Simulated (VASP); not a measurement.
Runs of VASP 6.6.1 on TaN. The structure is that of space group P-6m2 (No. 187), or close to it. The cells are those of the table. 

```csv
task,cell,k mesh,cutoff (eV),gap on the mesh (eV),pressure (GPa)
single point,"a = 2.843, b = 2.843, c = 2.801 Å, angles 90.0, 90.0, 120.0°, 2 atoms",18 × 18 × 14,520,none,29.5
single point,"a = 2.907, b = 2.907, c = 2.851 Å, angles 90.0, 90.0, 120.0°, 2 atoms",18 × 18 × 14,520,none,2.0
relaxation of cell and atoms,"relaxed from a = 2.940, b = 2.940, c = 2.890 Å, angles 90.0, 90.0, 120.0°, 2 atoms",9 × 9 × 8,600,none,-0.4
single point,"a = 2.875, b = 2.875, c = 2.827 Å, angles 90.0, 90.0, 120.0°, 2 atoms",18 × 18 × 14,520,none,14.7
relaxation of shape and atoms at fixed volume,"relaxed from a = 2.845, b = 2.845, c = 2.797 Å, angles 90.0, 90.0, 120.0°, 2 atoms",18 × 18 × 14,600,none,29.4
relaxation of shape and atoms at fixed volume,"relaxed from a = 2.813, b = 2.813, c = 2.771 Å, angles 90.0, 90.0, 120.0°, 2 atoms",18 × 18 × 14,600,none,46.8
single point,"a = 2.811, b = 2.811, c = 2.775 Å, angles 90.0, 90.0, 120.0°, 2 atoms",18 × 18 × 14,520,none,46.8
single point,"a = 2.997, b = 2.997, c = 2.923 Å, angles 90.0, 90.0, 120.0°, 2 atoms",18 × 18 × 14,520,none,(a)
```

Alike in all rows: level LDA; potentials or basis VASP PAW LDA potentials, release 64 (Ta_pv, N); no spin polarisation; smearing gaussian 0.1 eV.

Q: Fill in the values left out.

A: (a) -25.7.

Caveats: spin-orbit coupling is left out, which moves the levels of the heavy elements; the cell stands under pressure (at least some runs); the cell stands under tension (at least some runs).

A k mesh can miss the band edges, and the runs leave out spin-orbit coupling on Ta.

A gap of «none» marks levels without a gap at the run's occupations.
